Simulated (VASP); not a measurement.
Wanted: the native input for a VASP 6.6.1 run.

```yaml
Task: relaxation of cell and atoms
Functional: PBE
Potentials_or_basis: VASP PAW PBE potentials, release 64 (In_d, O)
Cutoff: 600 eV
k_mesh: 4 × 4 × 4
Occupations: gaussian, width 0.1 eV
Spin: no spin polarisation
Dipole_correction: no
Further_INCAR_settings: ALGO = Normal; EDIFF = 1e-07; IBRION = 2; EDIFFG = -0.04; NSW = 90; ISIF = 3
```

The structure of In2O lies in POSCAR:

```
In2O
1.0
    0.0000000000      3.9383418100      3.9383418100
    3.9383418100      0.0000000000      3.9383418100
    3.9383418100      3.9383418100      0.0000000000
In O
4 2
Direct
    0.6250000000      0.6250000000      0.6250000000
    0.1250000000      0.6250000000      0.6250000000
    0.6250000000      0.6250000000      0.1250000000
    0.6250000000      0.1250000000      0.6250000000
    0.0000000000      0.0000000000      0.0000000000
    0.2500000000      0.2500000000      0.2500000000
```

These files were run (other wordings do the same):

INCAR

```
SYSTEM = In2O
PREC = Accurate
ENCUT = 600
EDIFF = 1E-7
ISMEAR = 0
SIGMA = 0.1
LREAL = .False.
LASPH = .True.
NELM = 120
ALGO = Normal
ISIF = 3
LWAVE = .False.
LCHARG = .False.
GGA = PE
IBRION = 2
NSW = 90
EDIFFG = -0.04
GGA_COMPAT = .False.
NELMIN = 4
```

KPOINTS

```
regular mesh
0
Gamma
  4 4 4
  0 0 0
```

Potentials or basis: VASP PAW PBE potentials, release 64 (In_d, O).

Launch:

```bash
$ cat potpaw_PBE.64/In_d/POTCAR potpaw_PBE.64/O/POTCAR > POTCAR
$ mpirun -np 1 vasp_std > vasp.out
```

Results of the run:

```json
{
  "Relaxed volume": "23.75 Å³/atom",
  "Relaxed cell": "a = 5.863 Å, b = 5.863 Å, c = 5.863 Å, α = 60.00°, β = 60.00°, γ = 60.00°",
  "Space group after relaxing (to 0.05 Å)": "Fd-3m (No. 227)",
  "Energy gained by relaxing": "72.7 meV/atom",
  "Ionic steps": "3",
  "Pressure after relaxing": "0.0 GPa",
  "Band gap on the k mesh": "zero (band 32 reaches 4.02 eV, above the bottom of band 33 at 3.46 eV)"
}
```

Caveat: the volume moved by over 15 % at a fixed basis, so the end points are rough; spin-orbit coupling is left out, which moves the levels of the heavy elements.

Wall time 2.8 min on 1 thread of Intel(R) Xeon(R) Platinum 8488C (Sapphire Rapids) (shared host), peak memory 0.35 GiB.
